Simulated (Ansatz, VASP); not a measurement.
**CaO: VASP beside Ansatz**

```
Ca O
1.0
     0.00000    2.34021    2.34021
     2.34021    0.00000    2.34021
     2.34021    2.34021    0.00000
Ca O
1 1
Direct
  0.00000 0.00000 0.00000
  0.50000 0.50000 0.50000
```

Alike in both runs: task single point; functional PBEsol; k mesh 8 × 8 × 8; occupations gaussian, width 0.1 eV; no spin polarisation; Hubbard terms O p U = 8.0 eV.

|  | VASP | Ansatz |
| --- | --- | --- |
| version | VASP 6.6.1 | Ansatz 0.2.0 |
| potentials or method | VASP PAW PBE potentials, release 64 (Ca_sv, O), cutoff 600 eV | scalar-relativistic, plane waves, PAW |
| valence electrons in the cell | 16 | 16 |

|  | VASP | Ansatz | Ansatz less VASP |
| --- | --- | --- | --- |
| gap on the k mesh at the Fermi level (eV) | 3.67 | 5.86 | +2.186 |
| least direct gap on the mesh (eV) | 4.02 | 6.22 | +2.201 |
| pressure (GPa) | 5.8 | 4.2 | -1.61 |

VASP's potentials were made for PBE, not for PBEsol. The programs project onto different local orbitals, so the same U acts differently, and such runs can settle in different states. Ansatz's warnings: stress scf threshold loose.
